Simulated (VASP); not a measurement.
# Cl (I4_1/amd) in VASP: a series of runs

The runs below take Cl through single point, with PBE.

Everything below comes from runs of VASP 6.6.1. Logs are shortened: lines on timing, memory, paths and dates and some standing lists are left out, and cuts for length are marked.

### Step 1. The cell of the first run

The structure is tetragonal, space group I4_1/amd (No. 141). Conventional cell: a = 4.355 Å, b = 4.355 Å, c = 2.113 Å, α = 90.00°, β = 90.00°, γ = 90.00°. Cl (site symmetry -4m2) has 10 Cl at 2.11 to 2.69 Å within 2.8 Å.

### Step 2. Single point, PBE (10.02 Å³/atom)

Contents of INCAR:

```
SYSTEM = Cl
PREC = Accurate
ENCUT = 520
EDIFF = 1E-6
ISMEAR = -1
SIGMA = 0.08
LREAL = .False.
LASPH = .True.
NELM = 100
ALGO = Normal
ISIF = 2
LWAVE = .False.
LCHARG = .True.
GGA = PE
LELF = .True.
LVHAR = .True.
NBANDS = 14
```

Contents of KPOINTS:

```
Automatic mesh
0
Gamma
  16 16 16
  0 0 0
```

Contents of POSCAR:

```
Cl
1.0
   -2.1775543366      2.1775543366      1.0562752933
    2.1775543366     -2.1775543366      1.0562752933
    2.1775543366      2.1775543366     -1.0562752933
Cl
2
Direct
   -0.3750000000     -0.1250000000     -0.2500000000
    0.3750000000      0.1250000000      0.2500000000
```

Potentials or basis: VASP PAW PBE potentials, release 64 (Cl).

On the command line:

```bash
cat potpaw_PBE.64/Cl/POTCAR > POTCAR
mpirun -np 1 vasp_std > vasp.out
```

OUTCAR:

```text
SYSTEM = Cl
   PREC = Accurate
   ENCUT = 520
   EDIFF = 1E-6
   ISMEAR = -1
   LREAL = .False.
   LASPH = .True.
   NELM = 100
   ISIF = 2
   GGA = PE

 ion  position               nearest neighbor table
   1  0.625  0.875  0.750-   2 2.24   2 2.24   2 2.24   2 2.24
   2  0.375  0.125  0.250-   1 2.24   1 2.24   1 2.24   1 2.24

  LATTYP: Found a body centered tetragonal cell.
 ALAT       =     4.3551086732
 C/A-ratio  =     0.4850741382

  Lattice vectors:

 A1 = (  -2.1775543366,   2.1775543366,   1.0562752933)
 A2 = (   2.1775543366,  -2.1775543366,   1.0562752933)
 A3 = (   2.1775543366,   2.1775543366,  -1.0562752933)

Analysis of symmetry for initial positions (statically):
=====================================================================
 Subroutine PRICEL returns:
 Original cell was already a primitive cell.

 Routine SETGRP: Setting up the symmetry group for a
 body centered tetragonal supercell.

 Subroutine GETGRP returns: Found 16 space group operations
 (whereof  4 operations were pure point group operations)
 out of a pool of 16 trial point group operations.

The static configuration has the point symmetry C_2h.
 The point group associated with its full space group is D_4h.

Analysis of symmetry for dynamics (positions and initial velocities):
=====================================================================
 Subroutine PRICEL returns:
 Original cell was already a primitive cell.

 Routine SETGRP: Setting up the symmetry group for a
 body centered tetragonal supercell.

 Subroutine GETGRP returns: Found 16 space group operations
 (whereof  4 operations were pure point group operations)
 out of a pool of 16 trial point group operations.

The dynamic configuration has the point symmetry C_2h.
 The point group associated with its full space group is D_4h.

 Subroutine INISYM returns: Found 16 space group operations
 (whereof  4 operations are pure point group operations),
 and found     1 'primitive' translations

----------------------------------------------------------------------------------------

                                     Primitive cell

  volume of cell :      20.0343

  direct lattice vectors                    reciprocal lattice vectors
    -2.177554337  2.177554337  1.056275293     0.000000000  0.229615395  0.473361446
     2.177554337 -2.177554337  1.056275293     0.229615395  0.000000000  0.473361446
     2.177554337  2.177554337 -1.056275293     0.229615395  0.229615395  0.000000000

  length of vectors
     3.255641761  3.255641761  3.255641761     0.526112429  0.526112429  0.324725206

  position of ions in fractional coordinates (direct lattice)
     0.625000000  0.875000000  0.750000000
     0.375000000  0.125000000  0.250000000

  ion indices of the primitive-cell ions
   primitive index   ion index
                 1           1
                 2           2

----------------------------------------------------------------------------------------

 KPOINTS: Automatic mesh

Automatic generation of k-mesh.
 Grid dimensions read from file:
 generate k-points for:   16   16   16

 Generating k-lattice:

  Cartesian coordinates                     Fractional coordinates (reciprocal lattice)
     0.000000000  0.014350962  0.029585090     0.062500000  0.000000000 -0.000000000
     0.014350962  0.000000000  0.029585090     0.000000000  0.062500000 -0.000000000
     0.014350962  0.014350962  0.000000000     0.000000000  0.000000000  0.062500000

  Length of vectors
     0.032882027  0.032882027  0.020295325

  Shift w.r.t. Gamma in fractional coordinates (k-lattice)
     0.000000000  0.000000000  0.000000000

 Subroutine IBZKPT returns following result:
 ===========================================

 Found    349 irreducible k-points:

 Following reciprocal coordinates:
            Coordinates               Weight
  0.000000  0.000000  0.000000      1.000000
  0.062500  0.000000  0.000000      8.000000
  0.125000  0.000000  0.000000      8.000000
  0.187500 -0.000000  0.000000      8.000000
  0.250000  0.000000  0.000000      8.000000
  0.312500 -0.000000  0.000000      8.000000
[... 16 lines left out ...]
 -0.125000  0.062500  0.000000     16.000000
 -0.062500  0.062500  0.000000      4.000000
 [... further k-points ...]
   k-points           NKPTS =    349   k-points in BZ     NKDIM =    349   number of bands    NBANDS=     14
   number of dos      NEDOS =    301   number of ions     NIONS =      2
   total plane-waves  NPLWV =  13824
   dimension x,y,z NGX =    24 NGY =   24 NGZ =   24
   dimension x,y,z NGXF=    48 NGYF=   48 NGZF=   48
   ions per type =               2
   NGX,Y,Z   is equivalent  to a cutoff of  12.26, 12.26, 12.26 a.u.
   NGXF,Y,Z  is equivalent  to a cutoff of  24.51, 24.51, 24.51 a.u.
 SYSTEM =  Cl
   PREC   = accura    normal or accurate (medium, high low for compatibility)
   ISTART =      0    job   : 0-new  1-cont  2-samecut
   ICHARG =      2    charge: 1-file 2-atom 10-const
   ISPIN  =      1    spin polarized calculation?
   LNONCOLLINEAR =      F non collinear calculations
   LSORBIT =      F    spin-orbit coupling
   LASPH  =      T    aspherical Exc in radial PAW
   ENCUT  =  520.0 eV  38.22 Ry    6.18 a.u.   6.05  6.05  6.05*2*pi/ulx,y,z
   NELM   =    100;   NELMIN=  2; NELMDL= -5     # of ELM steps
   EDIFF  = 0.1E-05   stopping-criterion for ELM
   LREAL  =      F    real-space projection
   EDIFFG = 0.1E-04   stopping-criterion for IOM
   NSW    =      0    number of steps for IOM
   IBRION =     -1    ionic relax: 0-MD 1-quasi-New 2-CG
   NFREE  =      0    steps in history (QN), initial steepest desc. (CG)
   ISIF   =      2    stress and relaxation
   ISYM   =      2    0-nonsym 1-usesym 2-fastsym
   POTIM  = 0.5000    time-step for ionic-motion
   TEBEG  =    0.0;   TEEND  =   0.0 temperature during run
   PSTRESS=    0.0 pullay stress
   NELECT =      14.0000    total number of electrons
   NUPDOWN=      -1.0000    fix difference up-down
   EMIN   =  10.00;   EMAX   =-10.00  energy-range for DOS
   EFERMI =   0.00;   METHOD = LEGACY
   ISMEAR =    -1;   SIGMA  =   0.08  broadening in eV -4-tet -1-fermi 0-gaus
   EFERMI_NEDOS =   21; number of points for ismear=-14 and -15
   IALGO  =     38    algorithm
   IMIX   =      4    mixing-type and parameters
     AMIX     =   0.40;   BMIX     =  1.00
     AMIX_MAG =   1.60;   BMIX_MAG =  1.00
  volume/ion in A,a.u.               =      10.02        67.60
  Fermi-wavevector in a.u.,A,eV,Ry     =   1.452755  2.745309 28.715068  2.110498
  Thomas-Fermi vector in A             =   2.570101
   LORBIT       =      0    0 simple, 1 ext, 2 COOP (PROOUT), +10 PAW based schemes
   GGA     = PE    functional components
   LHFCALC =     F    Hartree Fock is set to
   AEXX    =    0.0000 exact exchange contribution
   IVDW    =     0    specifies the selected vdW correction
   LEPSILON=     F    determine dielectric tensor
   LRPA    =     F    only Hartree local field effects (RPA)
 non-spin polarized calculation
  energy-cutoff  :      520.00
  volume of cell :       20.03
 maximum number of plane-waves:       553
   NGX = 13   NGY = 13   NGZ = 13

 number of electron      14.0000006 magnetization

 Free energy of the ion-electron system (eV)
  ---------------------------------------------------
  ext. energy  EPLUGINS =         0.00000000
  ---------------------------------------------------
  free energy    TOTEN  =         4.62640413 eV

  energy without entropy =        4.64650571  energy(sigma->0) =        4.63645492

 E-fermi :  15.1948     XC(G=0): -13.4090

 val. band max:       15.1917187949   @ k =   0.1875   0.0625   0.0000
 cond. band min:      15.1974159589   @ k =  -0.1875  -0.4375   0.1250
 fundamental gap:      0.0056971640
 Fermi energy:        15.1948460386

 k-point     1 :       0.0000    0.0000    0.0000
  band No.  band energies     occupation
      1     -10.0743      2.00000
      2      -1.1324      2.00000
      3       4.5015      2.00000
      4       4.5015      2.00000
      5      14.7883      1.98766
      6      15.0011      1.83700
      7      15.0011      1.83700
      8      18.8123      0.00000
      9      19.1481      0.00000
     10      22.1530      0.00000
     11      23.3546      0.00000
     12      27.9471      0.00000
     13      31.8796      0.00000
     14      34.0906      0.00000

 k-point     2 :       0.0625    0.0000    0.0000
  band No.  band energies     occupation
      1      -9.9307      2.00000
      2      -1.1216      2.00000
      3       4.5454      2.00000
      4       4.7481      2.00000
      5      14.7427      1.99300
      6      15.0174      1.80368
      7      15.0723      1.64450
      8      17.8903      0.00000
      9      17.9893      0.00000
     10      22.3199      0.00000
     11      24.2287      0.00000
     12      29.0945      0.00000
     13      30.9559      0.00000
     14      31.0640      0.00000

 k-point     3 :       0.1250    0.0000    0.0000
  band No.  band energies     occupation
      1      -9.5010      2.00000
      2      -1.0620      2.00000
      3       4.6847      2.00000
      4       5.4523      2.00000
      5      14.0457      2.00000
      6      15.2258      0.80887
      7      15.5984      0.01281
      8      15.7275      0.00256
      9      15.9754      0.00012
     10      22.9034      0.00000
     11      25.6568      0.00000
     12      27.9040      0.00000
     13      28.4095      0.00000
     14      31.7253      0.00000
[... 324 lines left out ...]
 k-point    23 :      -0.1250    0.0625    0.0000
  band No.  band energies     occupation
      1      -9.8285      2.00000
      2      -1.4950      2.00000
      3       4.5240      2.00000
      4       5.1145      2.00000
      5      13.9704      2.00000
      6      14.8385      1.97702
      7      15.4594      0.07067
      8      17.8980      0.00000
      9      18.0708      0.00000
     10      22.8859      0.00000
     11      24.5773      0.00000
     12      28.9155      0.00000
     13      31.1397      0.00000
     14      31.4601      0.00000

 k-point    24 :      -0.0625    0.0625    0.0000
  band No.  band energies     occupation
      1     -10.0231      2.00000
      2      -1.3340      2.00000
      3       4.5535      2.00000
      4       4.6330      2.00000
      5      14.6418      1.99801
      6      14.7906      1.98731
      7      15.0103      1.81887
      8      18.9185      0.00000
      9      19.1377      0.00000
     10      22.4676      0.00000
     11      23.5208      0.00000
     12      27.8663      0.00000
     13      31.8841      0.00000
     14      34.2067      0.00000

 [... further k-points ...]

------------------------ aborting loop because EDIFF is reached ----------------------------------------

  FORCE on cell =-STRESS in cart. coord.  units (eV):
  Direction    XX          YY          ZZ          XY          YZ          ZX
  --------------------------------------------------------------------------------------
  -------------------------------------------------------------------------------------
  Total       21.1185972     21.1185972     20.8576543     -0.0000000      0.0000000     -0.0000000
  in kB     1688.8867719   1688.8867719   1668.0187682     -0.0000000      0.0000000     -0.0000000
  external PRESSURE =    1681.9307707 kB  Pullay stress =       0.0000000 kB

 VOLUME and BASIS-vectors are now :
 -----------------------------------------------------------------------------
  energy-cutoff  :      520.00
  volume of cell :       20.03
      direct lattice vectors                 reciprocal lattice vectors
    -2.177554337  2.177554337  1.056275293     0.000000000  0.229615395  0.473361446
     2.177554337 -2.177554337  1.056275293     0.229615395  0.000000000  0.473361446
     2.177554337  2.177554337 -1.056275293     0.229615395  0.229615395  0.000000000

 POSITION                                       TOTAL-FORCE (eV/Angst)
 -----------------------------------------------------------------------------------
      2.17755      1.08878      0.79221        -0.000000     -0.000000      0.000000
      0.00000      1.08878      0.26407         0.000000      0.000000     -0.000000
 -----------------------------------------------------------------------------------
    total drift:                               -0.000000      0.000000     -0.000000

  FREE ENERGIE OF THE ION-ELECTRON SYSTEM (eV)
  ---------------------------------------------------
  free  energy   TOTEN  =         4.6264041307 eV

  energy  without entropy=        4.6465057074  energy(sigma->0) =        4.63645492
```

Wall time 42 s (1 thread of AMD EPYC 9R45 (Zen 5), shared host); peak memory 0.16 GiB.

What came out:

```
Free energy            : 4.6264 eV
Pressure               : 168.2 GPa
Band gap on the k mesh : zero (bands 7 and 8 overlap by 7.80 eV)
```

Levels at points of the mesh, in eV from the Fermi level:
| k point | band 3 | band 4 | band 5 | band 6 | band 7 | band 8 | band 9 | band 10 | band 11 | band 12 |
| --- | --- | --- | --- | --- | --- | --- | --- | --- | --- | --- |
| (0.00, 0.00, 0.00) | -10.69 | -10.69 | -0.41 | -0.19 | -0.19 | 3.62 | 3.95 | 6.96 | 8.16 | 12.75 |
| (0.50, 0.00, 0.00) | -11.86 | -10.85 | -8.04 | -3.37 | -2.32 | -1.68 | 5.16 | 7.17 | 7.87 | 11.94 |
| (0.50, 0.50, 0.00) | -7.41 | -7.41 | -6.34 | -6.34 | 3.75 | 3.75 | 10.23 | 10.23 | 10.90 | 10.90 |
| (0.50, 0.50, 0.50) | -14.19 | -14.19 | 2.22 | 2.22 | 2.89 | 2.89 | 10.50 | 10.50 | 15.26 | 15.26 |

Caveat: the cell stands under pressure.

### Step 3. Single point, PBE

This run uses another cell than the first one, of 11.27 Å³/atom.

Contents of INCAR:

```
SYSTEM = Cl
PREC = Accurate ; ENCUT = 520
EDIFF = 1E-6 ; ISMEAR = -1
SIGMA = 0.08 ; LREAL = .FALSE.
LASPH = .TRUE. ; NELM = 60
ALGO = Normal ; ISIF = 2
LWAVE = .FALSE. ; LCHARG = .FALSE.
GGA = PE ; NBANDS = 14
```

Contents of KPOINTS:

```
Automatic mesh
0
G
  16 16 16
  0 0 0
```

Contents of POSCAR:

```
Cl
1.0
   -2.3019164608      2.3019164608      1.0633800996
    2.3019164608     -2.3019164608      1.0633800996
    2.3019164608      2.3019164608     -1.0633800996
Cl
2
Direct
   -0.3750000000     -0.1250000000     -0.2500000000
    0.3750000000      0.1250000000      0.2500000000
```

Potentials or basis: VASP PAW PBE potentials, release 64 (Cl).

On the command line:

```bash
cat potpaw_PBE.64/Cl/POTCAR > POTCAR
mpirun -np 1 vasp_std > vasp.out
```

Wall time 70 s (1 thread of AMD EPYC 9R45 (Zen 5), shared host); peak memory 0.18 GiB.

It converged, with:

- Free energy: 2.3955 eV
- Pressure: 119.0 GPa
- Band gap on the k mesh: zero (bands 7 and 8 overlap by 7.83 eV)

Stress tensor (GPa, compression positive):
```
119.61   0.00   0.00
  0.00 119.61   0.00
  0.00   0.00 117.64
```

Levels at points of the mesh, in eV from the Fermi level:
| k point | band 5 | band 6 | band 7 | band 8 | band 9 | band 10 |
| --- | --- | --- | --- | --- | --- | --- |
| (0.00, 0.00, 0.00) | -0.73 | -0.73 | 0.98 | 4.30 | 4.48 | 7.26 |
| (0.50, 0.00, 0.00) | -6.44 | -2.86 | -1.49 | -1.26 | 5.73 | 6.69 |
| (0.50, 0.50, 0.00) | -6.10 | -6.10 | 4.35 | 4.35 | 10.16 | 10.16 |
| (0.50, 0.50, 0.50) | 1.12 | 1.12 | 3.86 | 3.86 | 10.23 | 10.23 |

Caveat: the cell stands under pressure.
